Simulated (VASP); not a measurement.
Runs of VASP 6.6.1 on PbO. The structure is that of space group P4/nmm (No. 129), or close to it. The cells are those of the table. 

| cell | gap on the mesh (eV) | pressure (GPa) | largest force (eV/Å) |
| --- | --- | --- | --- |
| a = 3.990, b = 3.990, c = 5.010 Å, 4 atoms | (b) | 0.2 | 0.29 |
| a = 4.016, b = 4.016, c = 5.043 Å, 4 atoms | 1.49 | -1.5 | 0.55 |
| a = 3.936, b = 3.936, c = 4.942 Å, 4 atoms | 1.38 | (a) | 0.29 |
| a = 4.043, b = 4.043, c = 5.076 Å, 4 atoms | 1.52 | -2.9 | 0.79 |
| a = 4.068, b = 4.068, c = 5.108 Å, 4 atoms | 1.54 | -4.3 | 1.01 |

Alike in all rows: task single point; level r2SCAN; potentials or basis VASP PAW PBE potentials, release 64 (Pb_d, O); no spin polarisation; k mesh 4 × 4 × 4; cutoff (eV) 520; smearing gaussian 0.01 eV.

Question: Fill in the values left out.

Answer: (a) 4.1; (b) 1.46.

Caveats: the PAW data sets were made with another functional, which shifts forces and pressure a little; spin-orbit coupling is left out, which moves the levels of the heavy elements; the cell stands under pressure (at least some runs); the cell stands under tension (at least some runs).

A k mesh can miss the band edges, and the runs leave out spin-orbit coupling on Pb.
